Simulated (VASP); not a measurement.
Set up this calculation in VASP 6.6.1, as the native input.

```
Task                   : relaxation of cell and atoms
Functional             : PBEsol
Potentials or basis    : VASP PAW PBE potentials, release 64 (I, Cu)
Cutoff                 : 600 eV
k mesh                 : 8 × 8 × 8
Occupations            : fermi-dirac, width 0.05 eV
Spin                   : no spin polarisation
Target pressure        : 20 GPa
Dipole correction      : no
Further INCAR settings : ALGO = Normal; EDIFF = 1e-06; IBRION = 2; EDIFFG = -0.005; NSW = 80; ISIF = 3
```

The structure of CuI (Marshite) lies in POSCAR:

```
CuI
1.0
    0.0000000000      3.0315000000      3.0315000000
    3.0315000000      0.0000000000      3.0315000000
    3.0315000000      3.0315000000      0.0000000000
I Cu
1 1
Direct
    0.0000000000      0.0000000000      0.0000000000
    0.7500000000      0.7500000000      0.7500000000
```

One way to write it, as run:

INCAR

```
ALGO = Normal
EDIFF = 1E-6
EDIFFG = -0.005
ENCUT = 600
GGA = PS
IBRION = 2
ISIF = 3
ISMEAR = -1
LASPH = True
LCHARG = False
LREAL = False
LWAVE = False
NELM = 100
NSW = 80
PREC = Accurate
PSTRESS = 200.0
SIGMA = 0.05
```

KPOINTS

```
k-points
0
Gamma
  8 8 8
```

Potentials or basis: VASP PAW PBE potentials, release 64 (I, Cu).

Command:

```console
$ cat potpaw_PBE.64/I/POTCAR potpaw_PBE.64/Cu/POTCAR > POTCAR
$ mpirun -np 1 vasp_std > vasp.out
```

Results of the run:

```
Relaxed volume                                         : 20.91 Å³/atom
Relaxed cell                                           : a = 3.896 Å, b = 3.896 Å, c = 3.896 Å, α = 60.00°, β = 60.00°, γ = 60.00°
Space group after relaxing (to 0.05 Å)                 : F-43m (No. 216)
Energy change on relaxing (the enthalpy is what falls) : +251.3 meV/atom
Ionic steps                                            : 7
Pressure after relaxing                                : 20.0 GPa
Band gap on the k mesh                                 : 1.93 eV, indirect (least direct gap 1.95 eV)
```

Caveat: the cell is relaxed towards a set pressure, so the enthalpy falls and the energy may rise; the volume moved by over 15 % at a fixed basis, so the end points are rough; the PAW data sets were made with another functional, which shifts forces and pressure a little; spin-orbit coupling is left out, which moves the levels of the heavy elements.

It took 2.9 min on 1 thread of Intel Xeon 6975P-C, on a shared host, peak memory 0.24 GiB.
